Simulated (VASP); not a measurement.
# SrTiO3 (Pm-3m) in VASP: a series of runs

The runs below take SrTiO3 through single point, with PBE+U.

All numbers are computed with VASP 6.6.1; they aren't measurements. Logs are shortened: lines on timing, memory, paths and dates and some standing lists are left out, and cuts for length are marked.

## (1) The cell of the first run

The structure is cubic, space group Pm-3m (No. 221). Conventional cell: a = 3.907 Å, b = 3.907 Å, c = 3.907 Å, α = 90.00°, β = 90.00°, γ = 90.00°. Sr (site symmetry m-3m) has 12 O at 2.76 Å and 8 Ti at 3.38 Å within 3.6 Å. Within 2.6 Å of Ti (site symmetry m-3m) lie 6 O at 1.95 Å. Within 2.6 Å of O (site symmetry 4/mmm) lie 2 Ti at 1.95 Å.

## (2) Single point, PBE+U (11.93 Å³/atom)

The input, INCAR:

```
ALGO     = Normal         # electronic algorithm
EDIFF    = 1E-6           # SCF threshold, eV
ENCUT    = 520            # plane-wave cutoff, eV
GGA      = PE             # functional
ISIF     = 2              # what is computed and relaxed
ISMEAR   = 0              # smearing method
LASPH    = True           # aspherical terms in the spheres
LCHARG   = False          # write CHGCAR
LDAU     = True           # DFT+U
LDAUJ    = 0 0 0        
LDAUL    = -1 2 -1        # shell
LDAUPRINT= 1            
LDAUTYPE = 2            
LDAUU    = 0 4 0          # U, eV
LMAXMIX  = 4              # l up to which the mixer works
LREAL    = False          # projectors in reciprocal space
LWAVE    = False          # write WAVECAR
NBANDS   = 28             # bands
NELM     = 150            # most SCF steps
PREC     = Accurate       # precision mode
SIGMA    = 0.02           # smearing width, eV
```

The input, KPOINTS:

```
k-points
0
Gamma
  8 8 8
```

The input, POSCAR:

```
SrTiO3
1.0
    3.9072329125      0.0000000000      0.0000000000
    0.0000000000      3.9072329125      0.0000000000
    0.0000000000      0.0000000000      3.9072329125
Sr Ti O
1 1 3
Direct
    0.5000000000      0.5000000000      0.5000000000
    0.0000000000      0.0000000000      0.0000000000
    0.5000000000      0.0000000000      0.0000000000
    0.0000000000      0.5000000000      0.0000000000
    0.0000000000      0.0000000000      0.5000000000
```

Potentials or basis: VASP PAW PBE potentials, release 64 (Sr_sv, Ti_sv, O).

Run with:

```
cat potpaw_PBE.64/Sr_sv/POTCAR potpaw_PBE.64/Ti_sv/POTCAR potpaw_PBE.64/O/POTCAR > POTCAR
mpirun -np 1 vasp_std > vasp.out
```

OUTCAR:

```text
EDIFF = 1E-6
   ENCUT = 520
   GGA = PE
   ISIF = 2
   ISMEAR = 0
   LASPH = True
   LREAL = False
   NELM = 150
   PREC = Accurate

 ion  position               nearest neighbor table
   1  0.500  0.500  0.500-   3 2.76   4 2.76   5 2.76   3 2.76   4 2.76   3 2.76   5 2.76   3 2.76
                             4 2.76   5 2.76   4 2.76   5 2.76   2 3.38   2 3.38   2 3.38   2 3.38
   2  0.000  0.000  0.000-   3 1.95   4 1.95   5 1.95   5 1.95   4 1.95   3 1.95   1 3.38   1 3.38
                             1 3.38   1 3.38   1 3.38   1 3.38   1 3.38   1 3.38
   3  0.500  0.000  0.000-   2 1.95   2 1.95   1 2.76   1 2.76   1 2.76   1 2.76
   4  0.000  0.500  0.000-   2 1.95   2 1.95   1 2.76   1 2.76   1 2.76   1 2.76
   5  0.000  0.000  0.500-   2 1.95   2 1.95   1 2.76   1 2.76   1 2.76   1 2.76

  LATTYP: Found a simple cubic cell.
 ALAT       =     3.9072329125

  Lattice vectors:

 A1 = (   3.9072329125,   0.0000000000,   0.0000000000)
 A2 = (   0.0000000000,   3.9072329125,   0.0000000000)
 A3 = (   0.0000000000,   0.0000000000,   3.9072329125)

Analysis of symmetry for initial positions (statically):
=====================================================================
 Subroutine PRICEL returns:
 Original cell was already a primitive cell.

 Routine SETGRP: Setting up the symmetry group for a
 simple cubic supercell.

 Subroutine GETGRP returns: Found 48 space group operations
 (whereof 48 operations were pure point group operations)
 out of a pool of 48 trial point group operations.

The static configuration has the point symmetry O_h .

Analysis of symmetry for dynamics (positions and initial velocities):
=====================================================================
 Subroutine PRICEL returns:
 Original cell was already a primitive cell.

 Routine SETGRP: Setting up the symmetry group for a
 simple cubic supercell.

 Subroutine GETGRP returns: Found 48 space group operations
 (whereof 48 operations were pure point group operations)
 out of a pool of 48 trial point group operations.

The dynamic configuration has the point symmetry O_h .

 Subroutine INISYM returns: Found 48 space group operations
 (whereof 48 operations are pure point group operations),
 and found     1 'primitive' translations

----------------------------------------------------------------------------------------

                                     Primitive cell

  volume of cell :      59.6497

  direct lattice vectors                    reciprocal lattice vectors
     3.907232913  0.000000000  0.000000000     0.255935600  0.000000000  0.000000000
     0.000000000  3.907232913  0.000000000     0.000000000  0.255935600  0.000000000
     0.000000000  0.000000000  3.907232913     0.000000000  0.000000000  0.255935600

  length of vectors
     3.907232913  3.907232913  3.907232913     0.255935600  0.255935600  0.255935600

  position of ions in fractional coordinates (direct lattice)
     0.500000000  0.500000000  0.500000000
     0.000000000  0.000000000  0.000000000
     0.500000000  0.000000000  0.000000000
     0.000000000  0.500000000  0.000000000
     0.000000000  0.000000000  0.500000000

  ion indices of the primitive-cell ions
   primitive index   ion index
                 1           1
                 2           2
                 3           3
                 4           4
                 5           5

----------------------------------------------------------------------------------------

 KPOINTS: k-points

Automatic generation of k-mesh.
 Grid dimensions read from file:
 generate k-points for:    8    8    8

[... 53 lines left out ...]
 SYSTEM =  unknown system
   PREC   = accura    normal or accurate (medium, high low for compatibility)
   ISTART =      0    job   : 0-new  1-cont  2-samecut
   ICHARG =      2    charge: 1-file 2-atom 10-const
   ISPIN  =      1    spin polarized calculation?
   LNONCOLLINEAR =      F non collinear calculations
   LSORBIT =      F    spin-orbit coupling
   LASPH  =      T    aspherical Exc in radial PAW
   ENCUT  =  520.0 eV  38.22 Ry    6.18 a.u.   7.26  7.26  7.26*2*pi/ulx,y,z
   NELM   =    150;   NELMIN=  2; NELMDL= -5     # of ELM steps
   EDIFF  = 0.1E-05   stopping-criterion for ELM
   LREAL  =      F    real-space projection
   EDIFFG = 0.1E-04   stopping-criterion for IOM
   NSW    =      0    number of steps for IOM
   IBRION =     -1    ionic relax: 0-MD 1-quasi-New 2-CG
   NFREE  =      0    steps in history (QN), initial steepest desc. (CG)
   ISIF   =      2    stress and relaxation
   ISYM   =      2    0-nonsym 1-usesym 2-fastsym
   POTIM  = 0.5000    time-step for ionic-motion
   TEBEG  =    0.0;   TEEND  =   0.0 temperature during run
   PSTRESS=    0.0 pullay stress
   NELECT =      40.0000    total number of electrons
   NUPDOWN=      -1.0000    fix difference up-down
   EMIN   =  10.00;   EMAX   =-10.00  energy-range for DOS
   EFERMI =   0.00;   METHOD = LEGACY
   ISMEAR =     0;   SIGMA  =   0.02  broadening in eV -4-tet -1-fermi 0-gaus
   EFERMI_NEDOS =   21; number of points for ismear=-14 and -15
   IALGO  =     38    algorithm
   IMIX   =      4    mixing-type and parameters
     AMIX     =   0.40;   BMIX     =  1.00
     AMIX_MAG =   1.60;   BMIX_MAG =  1.00
  volume/ion in A,a.u.               =      11.93        80.51
  Fermi-wavevector in a.u.,A,eV,Ry     =   1.432932  2.707849 27.936756  2.053294
  Thomas-Fermi vector in A             =   2.552505
   LORBIT       =      0    0 simple, 1 ext, 2 COOP (PROOUT), +10 PAW based schemes
 LDA+U is selected, type is set to LDAUTYPE =  2
   angular momentum for each species LDAUL =    -1    2   -1
   U (eV)           for each species LDAUU =   0.0  4.0  0.0
   J (eV)           for each species LDAUJ =   0.0  0.0  0.0
   GGA     = PE    functional components
   LHFCALC =     F    Hartree Fock is set to
   AEXX    =    0.0000 exact exchange contribution
   IVDW    =     0    specifies the selected vdW correction
   LEPSILON=     F    determine dielectric tensor
   LRPA    =     F    only Hartree local field effects (RPA)
 non-spin polarized calculation
 Gauss-broadening in eV      SIGMA  =   0.02
  energy-cutoff  :      520.00
  volume of cell :       59.65
 maximum number of plane-waves:      1640
 NGX is ok and might be reduce to    30
   NGX = 15   NGY = 15   NGZ = 15

atom =   2  type =  2  l = 2

 onsite density matrix

spin component  1

  0.1037 -0.0000  0.0000 -0.0000 -0.0000
 -0.0000  0.1037  0.0000  0.0000  0.0000
  0.0000  0.0000  0.2548 -0.0000 -0.0000
 -0.0000  0.0000 -0.0000  0.1037 -0.0000
 -0.0000  0.0000 -0.0000 -0.0000  0.2548

spin component  2

  0.1037 -0.0000  0.0000 -0.0000 -0.0000
 -0.0000  0.1037  0.0000  0.0000  0.0000
  0.0000  0.0000  0.2548 -0.0000 -0.0000
 -0.0000  0.0000 -0.0000  0.1037 -0.0000
 -0.0000  0.0000 -0.0000 -0.0000  0.2548

 occupancies and eigenvectors

  o =  0.1037  v =  1.0000  0.0000  0.0000  0.0000  0.0000  0.0000  0.0000  0.0000  0.0000  0.0000      0.0000  0.0000  0.0000  0.0000  0.0000  0.0000  0.0000  0.0000  0.0000  0.0000
  o =  0.1037  v =  0.0000  0.0000  0.0000  0.0000  0.0000  1.0000  0.0000  0.0000  0.0000  0.0000      0.0000  0.0000  0.0000  0.0000  0.0000  0.0000  0.0000  0.0000  0.0000  0.0000
  o =  0.1037  v =  0.0000 -0.9951  0.0000 -0.0988  0.0000  0.0000  0.0000  0.0000  0.0000  0.0000      0.0000  0.0000  0.0000  0.0000  0.0000  0.0000  0.0000  0.0000  0.0000  0.0000
  o =  0.1037  v =  0.0000  0.0000  0.0000  0.0000  0.0000  0.0000 -0.9951  0.0000 -0.0988  0.0000      0.0000  0.0000  0.0000  0.0000  0.0000  0.0000  0.0000  0.0000  0.0000  0.0000
  o =  0.1037  v =  0.0000  0.0000  0.0000  0.0000  0.0000  0.0000 -0.0988 -0.0000  0.9951  0.0000      0.0000  0.0000  0.0000  0.0000  0.0000  0.0000  0.0000  0.0000  0.0000  0.0000
  o =  0.1037  v =  0.0000 -0.0988 -0.0000  0.9951  0.0000  0.0000  0.0000  0.0000  0.0000  0.0000      0.0000  0.0000  0.0000  0.0000  0.0000  0.0000  0.0000  0.0000  0.0000  0.0000
  o =  0.2548  v =  0.0000  0.0000  0.0000  0.0000  0.0000  0.0000 -0.0000 -0.0262 -0.0000  0.9997      0.0000  0.0000  0.0000  0.0000  0.0000  0.0000  0.0000  0.0000  0.0000  0.0000
  o =  0.2548  v =  0.0000 -0.0000 -0.0262 -0.0000  0.9997  0.0000  0.0000  0.0000  0.0000  0.0000      0.0000  0.0000  0.0000  0.0000  0.0000  0.0000  0.0000  0.0000  0.0000  0.0000
  o =  0.2548  v =  0.0000  0.0000  0.0000  0.0000  0.0000  0.0000  0.0000  0.9997  0.0000  0.0262      0.0000  0.0000  0.0000  0.0000  0.0000  0.0000  0.0000  0.0000  0.0000  0.0000
  o =  0.2548  v =  0.0000  0.0000  0.9997  0.0000  0.0262  0.0000  0.0000  0.0000  0.0000  0.0000      0.0000  0.0000  0.0000  0.0000  0.0000  0.0000  0.0000  0.0000  0.0000  0.0000

 number of electron      40.0000004 magnetization

 Free energy of the ion-electron system (eV)
  ---------------------------------------------------
  ext. energy  EPLUGINS =         0.00000000
  ---------------------------------------------------
  free energy    TOTEN  =       -37.33887759 eV

  energy without entropy =      -37.33887759  energy(sigma->0) =      -37.33887759

 E-fermi :   4.4578     XC(G=0): -11.2694

 val. band max:        4.2860269860   @ k =   0.5000   0.5000   0.5000
 cond. band min:       6.6637271691   @ k =   0.0000   0.0000   0.0000
 fundamental gap:      2.3777001831
 Fermi energy:         4.4577821976

 k-point     1 :       0.0000    0.0000    0.0000
  band No.  band energies     occupation
      1     -53.2137      2.00000
      2     -29.4100      2.00000
      3     -29.4100      2.00000
      4     -29.4100      2.00000
      5     -28.5061      2.00000
      6     -13.2019      2.00000
[... 733 lines left out ...]
     27      12.5210      0.00000
     28      13.0099      0.00000

 [... further k-points ...]

------------------------ aborting loop because EDIFF is reached ----------------------------------------

  FORCE on cell =-STRESS in cart. coord.  units (eV):
  Direction    XX          YY          ZZ          XY          YZ          ZX
  --------------------------------------------------------------------------------------
  -------------------------------------------------------------------------------------
  Total        3.1563665      3.1563665      3.1563665      0.0000000     -0.0000000      0.0000000
  in kB       84.7793534     84.7793534     84.7793534      0.0000000     -0.0000000      0.0000000
  external PRESSURE =      84.7793534 kB  Pullay stress =       0.0000000 kB

 VOLUME and BASIS-vectors are now :
 -----------------------------------------------------------------------------
  energy-cutoff  :      520.00
  volume of cell :       59.65
      direct lattice vectors                 reciprocal lattice vectors
     3.907232913  0.000000000  0.000000000     0.255935600  0.000000000  0.000000000
     0.000000000  3.907232913  0.000000000     0.000000000  0.255935600  0.000000000
     0.000000000  0.000000000  3.907232913     0.000000000  0.000000000  0.255935600

 POSITION                                       TOTAL-FORCE (eV/Angst)
 -----------------------------------------------------------------------------------
      1.95362      1.95362      1.95362         0.000000      0.000000      0.000000
      0.00000      0.00000      0.00000         0.000000      0.000000      0.000000
      1.95362      0.00000      0.00000         0.000000      0.000000      0.000000
      0.00000      1.95362      0.00000         0.000000      0.000000      0.000000
      0.00000      0.00000      1.95362         0.000000      0.000000      0.000000
 -----------------------------------------------------------------------------------
    total drift:                                0.000000     -0.000000      0.000000

  FREE ENERGIE OF THE ION-ELECTRON SYSTEM (eV)
  ---------------------------------------------------
  free  energy   TOTEN  =       -37.3388775905 eV

  energy  without entropy=      -37.3388775905  energy(sigma->0) =      -37.33887759
```

It took 2 min on 1 thread of Intel Xeon 8259CL, shared host; peak memory 0.21 GiB.

Results:

- Free energy: -37.3389 eV
- Pressure: 8.5 GPa
- Band gap on the k mesh: 2.38 eV (least direct gap 2.80 eV)

Eigenvalues of the final occupation matrices:
| site | spin | trace | eigenvalues |
| --- | --- | --- | --- |
| site 2 d | 1 | 0.82 | 0.10 0.10 0.10 0.25 0.25 |
| site 2 d | 2 | 0.82 | 0.10 0.10 0.10 0.25 0.25 |

Caveat: the cell stands under pressure. A k mesh can miss the band edges.

## (3) Single point, PBE+U

This run uses another cell than the first one, of 12.30 Å³/atom.

The input, INCAR:

```
ALGO = Normal
EDIFF = 1E-7
ENCUT = 520
GGA = PE
ISIF = 2
ISMEAR = 0
LASPH = T
LCHARG = F
LDAU = T
LDAUJ = 0 0 0
LDAUL = -1 2 -1
LDAUPRINT = 1
LDAUTYPE = 2
LDAUU = 0 4 0
LMAXMIX = 4
LREAL = F
LWAVE = F
NBANDS = 28
NELM = 150
PREC = Accurate
SIGMA = 0.02
```

KPOINTS is that of step 2.

POSCAR: that of step 2 with these lines changed.

```diff
@@ -2,5 +2,5 @@
 1.0
-    3.9072329125      0.0000000000      0.0000000000
-    0.0000000000      3.9072329125      0.0000000000
-    0.0000000000      0.0000000000      3.9072329125
+    3.9471053900      0.0000000000      0.0000000000
+    0.0000000000      3.9471053900      0.0000000000
+    0.0000000000      0.0000000000      3.9471053900
 Sr Ti O
```

Potentials or basis: VASP PAW PBE potentials, release 64 (Sr_sv, Ti_sv, O).

Run with:

```
cat potpaw_PBE.64/Sr_sv/POTCAR potpaw_PBE.64/Ti_sv/POTCAR potpaw_PBE.64/O/POTCAR > POTCAR
mpirun -np 1 vasp_std > vasp.out
```

OUTCAR:

```text
EDIFF = 1E-7
   ENCUT = 520
   GGA = PE
   ISIF = 2
   ISMEAR = 0
   LASPH = T
   LREAL = F
   NELM = 150
   PREC = Accurate

 ion  position               nearest neighbor table
   1  0.500  0.500  0.500-   3 2.79   4 2.79   5 2.79   3 2.79   4 2.79   3 2.79   5 2.79   3 2.79
                             4 2.79   5 2.79   4 2.79   5 2.79   2 3.42   2 3.42   2 3.42   2 3.42
   2  0.000  0.000  0.000-   3 1.97   4 1.97   5 1.97   5 1.97   4 1.97   3 1.97   1 3.42   1 3.42
                             1 3.42   1 3.42   1 3.42   1 3.42   1 3.42   1 3.42
[... 989 lines left out ...]
  -------------------------------------------------------------------------------------
  Total        1.0382450      1.0382450      1.0382450      0.0000000      0.0000000     -0.0000000
  in kB       27.0504349     27.0504349     27.0504349      0.0000000      0.0000000     -0.0000000
  external PRESSURE =      27.0504349 kB  Pullay stress =       0.0000000 kB

 VOLUME and BASIS-vectors are now :
 -----------------------------------------------------------------------------
  energy-cutoff  :      520.00
  volume of cell :       61.49
      direct lattice vectors                 reciprocal lattice vectors
     3.947105390  0.000000000  0.000000000     0.253350215  0.000000000  0.000000000
     0.000000000  3.947105390  0.000000000     0.000000000  0.253350215  0.000000000
     0.000000000  0.000000000  3.947105390     0.000000000  0.000000000  0.253350215

 POSITION                                       TOTAL-FORCE (eV/Angst)
 -----------------------------------------------------------------------------------
      1.97355      1.97355      1.97355         0.000000      0.000000      0.000000
      0.00000      0.00000      0.00000         0.000000      0.000000      0.000000
      1.97355      0.00000      0.00000         0.000000      0.000000      0.000000
      0.00000      1.97355      0.00000         0.000000      0.000000      0.000000
      0.00000      0.00000      1.97355         0.000000      0.000000      0.000000
 -----------------------------------------------------------------------------------
    total drift:                                0.000000     -0.000000      0.000000

  FREE ENERGIE OF THE ION-ELECTRON SYSTEM (eV)
  ---------------------------------------------------
  free  energy   TOTEN  =       -37.4047199651 eV

  energy  without entropy=      -37.4047199651  energy(sigma->0) =      -37.40471997
```

OSZICAR:

```text
N       E                     dE             d eps       ncg     rms          rms(c)
DAV:   1     0.421003363859E+03    0.42100E+03   -0.20476E+04  1960   0.154E+03
DAV:   2    -0.927613704601E+01   -0.43028E+03   -0.41131E+03  2300   0.431E+02
DAV:   3    -0.466076907441E+02   -0.37332E+02   -0.37051E+02  2300   0.130E+02
DAV:   4    -0.487569209684E+02   -0.21492E+01   -0.21451E+01  3336   0.255E+01
DAV:   5    -0.487873712836E+02   -0.30450E-01   -0.30438E-01  2568   0.279E+00    0.259E+01
DAV:   6    -0.371696706283E+02    0.11618E+02   -0.55789E+01  2900   0.646E+01    0.138E+01
DAV:   7    -0.374168931608E+02   -0.24722E+00   -0.62373E+00  2504   0.146E+01    0.994E+00
DAV:   8    -0.374871186311E+02   -0.70225E-01   -0.16894E+00  2304   0.115E+01    0.316E+00
DAV:   9    -0.374127934433E+02    0.74325E-01   -0.27423E-01  2392   0.519E+00    0.109E+00
DAV:  10    -0.374095894587E+02    0.32040E-02   -0.12085E-01  2320   0.210E+00    0.628E-01
DAV:  11    -0.374049441319E+02    0.46453E-02   -0.28739E-02  2780   0.154E+00    0.198E-01
DAV:  12    -0.374046735502E+02    0.27058E-03   -0.20542E-03  2324   0.488E-01    0.796E-02
DAV:  13    -0.374047305981E+02   -0.57048E-04   -0.19379E-04  2456   0.105E-01    0.556E-02
DAV:  14    -0.374047231419E+02    0.74562E-05   -0.98802E-05  2448   0.642E-02    0.218E-02
DAV:  15    -0.374047199707E+02    0.31712E-05   -0.24974E-05  3016   0.392E-02    0.328E-03
DAV:  16    -0.374047200037E+02   -0.33045E-07   -0.16302E-06  2276   0.913E-03    0.242E-03
DAV:  17    -0.374047199651E+02    0.38623E-07   -0.57800E-08  1400   0.180E-03
   1 F= -.37404720E+02 E0= -.37404720E+02  d E =-.636526E-61
```

stdout:

```text
POSCAR found type information on POSCAR SrTiO
 POSCAR found :  3 types and       5 ions
 scaLAPACK will be used
 LDA part: xc-table for (Slater+PW92), standard interpolation
 POSCAR, INCAR and KPOINTS ok, starting setup
 FFT: planning ... GRIDC
 FFT: planning ... GRID_SOFT
 FFT: planning ... GRID
 WAVECAR not read
 entering main loop
```

It took 2.4 min on 1 thread of Intel Xeon 8259CL, shared host; peak memory 0.21 GiB.

What came out:

```yaml
Free_energy: -37.4047 eV
Pressure: 2.7 GPa
Band_gap_on_the_k_mesh: 2.31 eV (least direct gap 2.74 eV)
```

Eigenvalues of the final occupation matrices:
```
    site  spin  trace               eigenvalues
site 2 d     1   0.80  0.10 0.10 0.10 0.25 0.25
site 2 d     2   0.80  0.10 0.10 0.10 0.25 0.25
```

## (4) Single point, PBE+U

This run uses another cell than the first one, of 12.30 Å³/atom.

The input, INCAR:

```
SYSTEM = SrTiO3
ALGO = Normal
EDIFF = 1E-7
ENCUT = 520
GGA = PE
ISIF = 2
ISMEAR = 0
LASPH = .True.
LCHARG = .False.
LDAU = .True.
LDAUJ = 0 0 0
LDAUL = -1 2 -1
LDAUPRINT = 1
LDAUTYPE = 2
LDAUU = 0 4 0
LMAXMIX = 4
LREAL = .False.
LWAVE = .False.
NBANDS = 28
NELM = 150
PREC = Accurate
SIGMA = 0.02
```

The input, KPOINTS:

```
k-points
0
Gamma
  8 8 8
  0 0 0
```

POSCAR is that of step 3.

Run with:

```
cat potpaw_PBE.64/Sr_sv/POTCAR potpaw_PBE.64/Ti_sv/POTCAR potpaw_PBE.64/O/POTCAR > POTCAR
mpirun -np 1 vasp_std > vasp.out
```

Wall time 2.2 min (1 thread of Intel Xeon 8259CL, shared host); peak memory 0.21 GiB.

Results (log left out):

* Free energy: -37.4047 eV
* Pressure: 2.7 GPa
* Band gap on the k mesh: 2.31 eV (least direct gap 2.74 eV)

Levels at points of the mesh, in eV from the valence-band top:
| k point | band 18 | band 19 | band 20 | band 21 | band 22 | band 23 |
| --- | --- | --- | --- | --- | --- | --- |
| (0.00, 0.00, 0.00) | -0.43 | -0.43 | -0.43 | 2.31 | 2.31 | 2.31 |
| (0.50, 0.00, 0.00) | -1.91 | -0.80 | -0.80 | 2.49 | 4.08 | 4.08 |
| (0.50, 0.50, 0.00) | -1.56 | -1.56 | -0.09 | 4.10 | 4.10 | 4.56 |
| (0.50, 0.50, 0.50) | 0.00 | 0.00 | 0.00 | 4.75 | 4.75 | 4.75 |

Eigenvalues of the final occupation matrices:
| site | spin | trace | eigenvalues |
| --- | --- | --- | --- |
| site 2 d | 1 | 0.80 | 0.10 0.10 0.10 0.25 0.25 |
| site 2 d | 2 | 0.80 | 0.10 0.10 0.10 0.25 0.25 |

A k mesh can miss the band edges.

[end of part 1 of 2]
